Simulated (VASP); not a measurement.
# Pt (Fd-3m) in VASP: notebook, part 2 of 2

VASP 6.6.1. Earlier steps stand in the parts before.

## Step 4: Single point, PBEsol

This run uses another cell than the first one, of 23.06 Å³/atom.

Input file INCAR:

```
SYSTEM = Pt
PREC     = Accurate       ! precision mode
ENCUT    = 520            ! plane-wave cutoff, eV
EDIFF    = 1E-6           ! SCF threshold, eV
ISMEAR   = -1             ! smearing method
SIGMA    = 0.1            ! smearing width, eV
LREAL    = .False.        ! projectors in reciprocal space
LASPH    = .True.         ! aspherical terms in the spheres
NELM     = 100            ! most SCF steps
ALGO     = Normal         ! electronic algorithm
ISIF     = 2              ! what is computed and relaxed
LWAVE    = .False.        ! write WAVECAR
LCHARG   = .False.        ! write CHGCAR
GGA      = PS             ! functional
NBANDS   = 17             ! bands
```

Input file KPOINTS:

```
regular mesh
0
Gamma
  16 16 16
  0 0 0
```

Input file POSCAR:

```
Pt
1.0
    0.0000000000      2.8465169987      2.8465169987
    2.8465169987      0.0000000000      2.8465169987
    2.8465169987      2.8465169987      0.0000000000
Pt
2
Direct
    0.1250000000      0.1250000000      0.1250000000
    0.8750000000      0.8750000000      0.8750000000
```

Potentials or basis: VASP PAW PBE potentials, release 64 (Pt).

Command:

```bash
cat potpaw_PBE.64/Pt/POTCAR > POTCAR
mpirun -np 1 vasp_std > vasp.out
```

OUTCAR:

```text
SYSTEM = Pt
   PREC = Accurate
   ENCUT = 520
   EDIFF = 1E-6
   ISMEAR = -1
   LREAL = .False.
   LASPH = .True.
   NELM = 100
   ISIF = 2
   GGA = PS

 ion  position               nearest neighbor table
   1  0.125  0.125  0.125-   2 2.47   2 2.47   2 2.47   2 2.47
   2  0.875  0.875  0.875-   1 2.47   1 2.47   1 2.47   1 2.47

  LATTYP: Found a face centered cubic cell.
 ALAT       =     5.6930339974

  Lattice vectors:

 A1 = (   0.0000000000,   2.8465169987,   2.8465169987)
 A2 = (   2.8465169987,   0.0000000000,   2.8465169987)
 A3 = (   2.8465169987,   2.8465169987,   0.0000000000)

Analysis of symmetry for initial positions (statically):
=====================================================================
 Subroutine PRICEL returns:
 Original cell was already a primitive cell.

 Routine SETGRP: Setting up the symmetry group for a
 face centered cubic supercell.

 Subroutine GETGRP returns: Found 48 space group operations
 (whereof 12 operations were pure point group operations)
 out of a pool of 48 trial point group operations.

The static configuration has the point symmetry D_3d.
 The point group associated with its full space group is O_h .

Analysis of symmetry for dynamics (positions and initial velocities):
=====================================================================
 Subroutine PRICEL returns:
 Original cell was already a primitive cell.

 Routine SETGRP: Setting up the symmetry group for a
 face centered cubic supercell.

 Subroutine GETGRP returns: Found 48 space group operations
 (whereof 12 operations were pure point group operations)
 out of a pool of 48 trial point group operations.

The dynamic configuration has the point symmetry D_3d.
 The point group associated with its full space group is O_h .

 Subroutine INISYM returns: Found 48 space group operations
 (whereof 12 operations are pure point group operations),
 and found     1 'primitive' translations

----------------------------------------------------------------------------------------

                                     Primitive cell

  volume of cell :      46.1287

  direct lattice vectors                    reciprocal lattice vectors
     0.000000000  2.846516999  2.846516999    -0.175653263  0.175653263  0.175653263
     2.846516999  0.000000000  2.846516999     0.175653263 -0.175653263  0.175653263
     2.846516999  2.846516999  0.000000000     0.175653263  0.175653263 -0.175653263

  length of vectors
     4.025582945  4.025582945  4.025582945     0.304240377  0.304240377  0.304240377

  position of ions in fractional coordinates (direct lattice)
     0.125000000  0.125000000  0.125000000
     0.875000000  0.875000000  0.875000000

  ion indices of the primitive-cell ions
   primitive index   ion index
                 1           1
                 2           2

----------------------------------------------------------------------------------------

 KPOINTS: regular mesh

Automatic generation of k-mesh.
 Grid dimensions read from file:
 generate k-points for:   16   16   16

 Generating k-lattice:

  Cartesian coordinates                     Fractional coordinates (reciprocal lattice)
    -0.010978329  0.010978329  0.010978329     0.062500000  0.000000000  0.000000000
     0.010978329 -0.010978329  0.010978329     0.000000000  0.062500000  0.000000000
     0.010978329  0.010978329 -0.010978329     0.000000000  0.000000000  0.062500000

  Length of vectors
     0.019015024  0.019015024  0.019015024

  Shift w.r.t. Gamma in fractional coordinates (k-lattice)
     0.000000000  0.000000000  0.000000000

 Subroutine IBZKPT returns following result:
 ===========================================

 Found    145 irreducible k-points:

 Following reciprocal coordinates:
            Coordinates               Weight
  0.000000  0.000000  0.000000      1.000000
  0.062500  0.000000  0.000000      8.000000
  0.125000  0.000000  0.000000      8.000000
  0.187500  0.000000  0.000000      8.000000
  0.250000  0.000000  0.000000      8.000000
  0.312500  0.000000  0.000000      8.000000
[... 16 lines left out ...]
 -0.125000  0.062500  0.000000     24.000000
 -0.062500  0.062500  0.000000     12.000000
 [... further k-points ...]
   k-points           NKPTS =    145   k-points in BZ     NKDIM =    145   number of bands    NBANDS=     17
   number of dos      NEDOS =    301   number of ions     NIONS =      2
   total plane-waves  NPLWV =  27000
   dimension x,y,z NGX =    30 NGY =   30 NGZ =   30
   dimension x,y,z NGXF=    60 NGYF=   60 NGZF=   60
   ions per type =               2
   NGX,Y,Z   is equivalent  to a cutoff of  12.39, 12.39, 12.39 a.u.
   NGXF,Y,Z  is equivalent  to a cutoff of  24.78, 24.78, 24.78 a.u.
 SYSTEM =  Pt
   PREC   = accura    normal or accurate (medium, high low for compatibility)
   ISTART =      0    job   : 0-new  1-cont  2-samecut
   ICHARG =      2    charge: 1-file 2-atom 10-const
   ISPIN  =      1    spin polarized calculation?
   LNONCOLLINEAR =      F non collinear calculations
   LSORBIT =      F    spin-orbit coupling
   LASPH  =      T    aspherical Exc in radial PAW
   ENCUT  =  520.0 eV  38.22 Ry    6.18 a.u.   7.48  7.48  7.48*2*pi/ulx,y,z
   NELM   =    100;   NELMIN=  2; NELMDL= -5     # of ELM steps
   EDIFF  = 0.1E-05   stopping-criterion for ELM
   LREAL  =      F    real-space projection
   EDIFFG = 0.1E-04   stopping-criterion for IOM
   NSW    =      0    number of steps for IOM
   IBRION =     -1    ionic relax: 0-MD 1-quasi-New 2-CG
   NFREE  =      0    steps in history (QN), initial steepest desc. (CG)
   ISIF   =      2    stress and relaxation
   ISYM   =      2    0-nonsym 1-usesym 2-fastsym
   POTIM  = 0.5000    time-step for ionic-motion
   TEBEG  =    0.0;   TEEND  =   0.0 temperature during run
   PSTRESS=    0.0 pullay stress
   NELECT =      20.0000    total number of electrons
   NUPDOWN=      -1.0000    fix difference up-down
   EMIN   =  10.00;   EMAX   =-10.00  energy-range for DOS
   EFERMI =   0.00;   METHOD = LEGACY
   ISMEAR =    -1;   SIGMA  =   0.10  broadening in eV -4-tet -1-fermi 0-gaus
   EFERMI_NEDOS =   21; number of points for ismear=-14 and -15
   IALGO  =     38    algorithm
   IMIX   =      4    mixing-type and parameters
     AMIX     =   0.40;   BMIX     =  1.00
     AMIX_MAG =   1.60;   BMIX_MAG =  1.00
  volume/ion in A,a.u.               =      23.06       155.65
  Fermi-wavevector in a.u.,A,eV,Ry     =   1.239066  2.341495 20.888809  1.535284
  Thomas-Fermi vector in A             =   2.373565
   LORBIT       =      0    0 simple, 1 ext, 2 COOP (PROOUT), +10 PAW based schemes
   GGA     = PS    functional components
   LHFCALC =     F    Hartree Fock is set to
   AEXX    =    0.0000 exact exchange contribution
   IVDW    =     0    specifies the selected vdW correction
   LEPSILON=     F    determine dielectric tensor
   LRPA    =     F    only Hartree local field effects (RPA)
 non-spin polarized calculation
  energy-cutoff  :      520.00
  volume of cell :       46.13
 maximum number of plane-waves:      1266
 NGX is ok and might be reduce to    30
   NGX = 15   NGY = 15   NGZ = 15

 number of electron      20.0000000 magnetization

 Free energy of the ion-electron system (eV)
  ---------------------------------------------------
  ext. energy  EPLUGINS =         0.00000000
  ---------------------------------------------------
  free energy    TOTEN  =       -11.44931111 eV

  energy without entropy =      -11.30283234  energy(sigma->0) =      -11.37607173

 E-fermi :   5.3889     XC(G=0): -10.8525

 val. band max:        5.3884618325   @ k =  -0.3750   0.4375   0.1250
 cond. band min:       5.3890926739   @ k =  -0.3750   0.3750   0.1875
 fundamental gap:      0.0006308414
 Fermi energy:         5.3888658886

 k-point     1 :       0.0000    0.0000    0.0000
  band No.  band energies     occupation
      1      -1.9694      2.00000
      2       0.6675      2.00000
      3       0.6675      2.00000
      4       0.8429      2.00000
      5       0.8429      2.00000
      6       0.8429      2.00000
[... 9 lines left out ...]
     16      17.2209      0.00000
     17      18.1452      0.00000

 k-point     2 :       0.0625    0.0000    0.0000
  band No.  band energies     occupation
      1      -1.9088      2.00000
      2       0.5939      2.00000
      3       0.5939      2.00000
      4       0.8369      2.00000
      5       0.9375      2.00000
      6       0.9375      2.00000
[... 9 lines left out ...]
     16      16.8662      0.00000
     17      18.5260      0.00000
[... 421 lines left out ...]
 k-point    24 :      -0.0625    0.0625    0.0000
  band No.  band energies     occupation
      1      -1.8091      2.00000
      2       0.4686      2.00000
      3       0.6092      2.00000
      4       0.8348      2.00000
      5       0.9511      2.00000
      6       1.0928      2.00000
[... 9 lines left out ...]
     16      17.0067      0.00000
     17      18.3261      0.00000

 [... further k-points ...]
[... 5 lines left out ...]
  --------------------------------------------------------------------------------------
  -------------------------------------------------------------------------------------
  Total       -0.1248360     -0.1248360     -0.1248360      0.0000000      0.0000000      0.0000000
  in kB       -4.3358988     -4.3358988     -4.3358988      0.0000000      0.0000000      0.0000000
  external PRESSURE =      -4.3358988 kB  Pullay stress =       0.0000000 kB

 VOLUME and BASIS-vectors are now :
 -----------------------------------------------------------------------------
  energy-cutoff  :      520.00
  volume of cell :       46.13
      direct lattice vectors                 reciprocal lattice vectors
     0.000000000  2.846516999  2.846516999    -0.175653263  0.175653263  0.175653263
     2.846516999  0.000000000  2.846516999     0.175653263 -0.175653263  0.175653263
     2.846516999  2.846516999  0.000000000     0.175653263  0.175653263 -0.175653263

 POSITION                                       TOTAL-FORCE (eV/Angst)
 -----------------------------------------------------------------------------------
      0.71163      0.71163      0.71163        -0.000000     -0.000000     -0.000000
      4.98140      4.98140      4.98140         0.000000      0.000000      0.000000
 -----------------------------------------------------------------------------------
    total drift:                               -0.000000      0.000000      0.000000

  FREE ENERGIE OF THE ION-ELECTRON SYSTEM (eV)
  ---------------------------------------------------
  free  energy   TOTEN  =       -11.4493111093 eV

  energy  without entropy=      -11.3028323448  energy(sigma->0) =      -11.37607173
```

It took 2.6 min on 1 thread of AMD EPYC 7R13, shared host; peak memory 0.21 GiB.

What came out:

```
Free energy            : -11.4493 eV
Pressure               : -0.4 GPa
Band gap on the k mesh : zero (bands 10 and 11 overlap by 0.65 eV)
```

Levels at points of the mesh, in eV from the Fermi level:
```csv
k point,band 6,band 7,band 8,band 9,band 10,band 11,band 12,band 13,band 14,band 15
"(0.00, 0.00, 0.00)",-4.55,-1.97,-1.97,-1.97,-0.07,-0.07,10.57,10.58,11.83,11.83
"(0.50, 0.00, 0.00)",-4.38,-1.54,-1.44,-1.44,-0.43,-0.43,0.76,8.10,8.10,9.83
"(0.50, 0.50, 0.00)",-3.55,-2.60,-2.60,-0.16,-0.16,1.30,1.30,3.83,3.83,9.46
```

Caveat: the PAW data sets were made with another functional, which shifts forces and pressure a little; spin-orbit coupling is left out, which moves the levels of the heavy elements.

## Step 5: Summary

| task | cell | k mesh | cutoff (eV) | gap on the mesh (eV) | pressure (GPa) |
| --- | --- | --- | --- | --- | --- |
| single point | a = 4.181 Å, angles 60.0°, 2 atoms | 11 × 11 × 11 | 520 | none | -11.4 |
| relaxation of cell and atoms | relaxed from a = 3.863 Å, angles 60.0°, 2 atoms | 10 × 10 × 10 | 600 | none | 0.0 |
| single point | a = 4.026 Å, angles 60.0°, 2 atoms | 16 × 16 × 16 | 520 | none | -0.4 |

Alike in all rows: level PBEsol; potentials or basis VASP PAW PBE potentials, release 64 (Pt); no spin polarisation; smearing fermi-dirac 0.1 eV.

Caveats: the PAW data sets were made with another functional, which shifts forces and pressure a little; spin-orbit coupling is left out, which moves the levels of the heavy elements; the cell stands under tension (at least some runs).

Total energies depend on the potentials used, so only differences within one code and one set of settings carry meaning.
